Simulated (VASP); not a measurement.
Wanted: the native input for a VASP 6.6.1 run.

| Quantity | Value |
| --- | --- |
| Task | G0W0 quasiparticle levels |
| Functional | PBE |
| Potentials or basis | VASP PAW PBE potentials, release 64 (Mg_GW, O_GW) |
| Cutoff | 500 eV |
| k mesh | 6 × 6 × 6 |
| Occupations | gaussian, width 0.01 eV |
| Spin | no spin polarisation |
| Dipole correction | no |
| GW scheme | G0W0 |
| GW iterations | 1 |
| Cutoff of the response function | 80 |
| Frequency points | 96 |
| Empty bands | 30 |
| Further INCAR settings | ALGO = EVGW0; EDIFF = 1e-08; NBANDS = 34 |

Crystal: MgO.

```
Mg O
1.0
     0.00000    2.10217    2.10217
     2.10217    0.00000    2.10217
     2.10217    2.10217    0.00000
Mg O
1 1
Cartesian
  0.0000 0.0000 0.0000
  2.1022 2.1022 2.1022
```

These files were run (other wordings do the same):

POSCAR

```
MgO
1.0
    0.0000000000      2.1021674163      2.1021674163
    2.1021674163      0.0000000000      2.1021674163
    2.1021674163      2.1021674163      0.0000000000
Mg O
1 1
Direct
    0.0000000000      0.0000000000      0.0000000000
    0.5000000000      0.5000000000      0.5000000000
```

INCAR.step1

```
ALGO     = Normal         # electronic algorithm
EDIFF    = 1E-8           # SCF threshold, eV
ENCUT    = 500            # plane-wave cutoff, eV
GGA      = PE             # functional
ISMEAR   = 0              # smearing method
LASPH    = T              # aspherical terms in the spheres
LCHARG   = F              # write CHGCAR
LREAL    = F              # projectors in reciprocal space
LWAVE    = T              # write WAVECAR
NELM     = 60             # most SCF steps
PREC     = Accurate       # precision mode
SIGMA    = 0.01           # smearing width, eV
```

INCAR.step2

```
ALGO     = Exact          # electronic algorithm
EDIFF    = 1E-8           # SCF threshold, eV
ENCUT    = 500            # plane-wave cutoff, eV
GGA      = PE             # functional
ISMEAR   = 0              # smearing method
ISTART   = 1            
LASPH    = T              # aspherical terms in the spheres
LCHARG   = F              # write CHGCAR
LOPTICS  = T              # frequency-dependent dielectric function
LREAL    = F              # projectors in reciprocal space
LWAVE    = T              # write WAVECAR
NBANDS   = 34             # bands
NELM     = 1              # most SCF steps
PREC     = Accurate       # precision mode
SIGMA    = 0.01           # smearing width, eV
```

INCAR.step3

```
ALGO     = EVGW0          # electronic algorithm
EDIFF    = 1E-8           # SCF threshold, eV
ENCUT    = 500            # plane-wave cutoff, eV
ENCUTGW  = 80.0           # cutoff of the response function
GGA      = PE             # functional
ISMEAR   = 0              # smearing method
ISTART   = 1            
LASPH    = T              # aspherical terms in the spheres
LCHARG   = F              # write CHGCAR
LREAL    = F              # projectors in reciprocal space
LWAVE    = F              # write WAVECAR
NBANDS   = 34             # bands
NBANDSGW = 12           
NELMGW   = 1            
NOMEGA   = 96             # frequency points
OMEGAMAX = 30           
PREC     = Accurate       # precision mode
PRECFOCK = Fast         
SIGMA    = 0.01           # smearing width, eV
```

KPOINTS

```
k-points
0
Gamma
  6 6 6
```

Potentials or basis: VASP PAW PBE potentials, release 64 (Mg_GW, O_GW).

Launch:

```sh
$ cat potpaw_PBE.64/Mg_GW/POTCAR potpaw_PBE.64/O_GW/POTCAR > POTCAR
$ cp INCAR.step1 INCAR
$ mpirun -np 1 vasp_std > vasp.out
$ cp INCAR.step2 INCAR
$ mpirun -np 1 vasp_std > vasp.out
$ cp INCAR.step3 INCAR
$ mpirun -np 1 vasp_std > vasp.out
```

Results of the run:

```
Quasiparticle gap                                   : 7.04 eV
Least direct quasiparticle gap                      : 7.04 eV
Band gap of the starting levels on the mesh         : 4.78 eV
Least direct gap of the starting levels on the mesh : 4.78 eV
```

Caveat: the k points lie up to 0.43 Å⁻¹ apart; bands, screening cutoff and mesh are small and nothing is extrapolated, so the quasiparticle values aren't converged.

Run time: 2.4 min on 1 thread of Intel(R) Xeon(R) Platinum 8375C CPU @ 2.90GHz (Ice Lake), with other jobs on the host, peak memory 0.22 GiB.
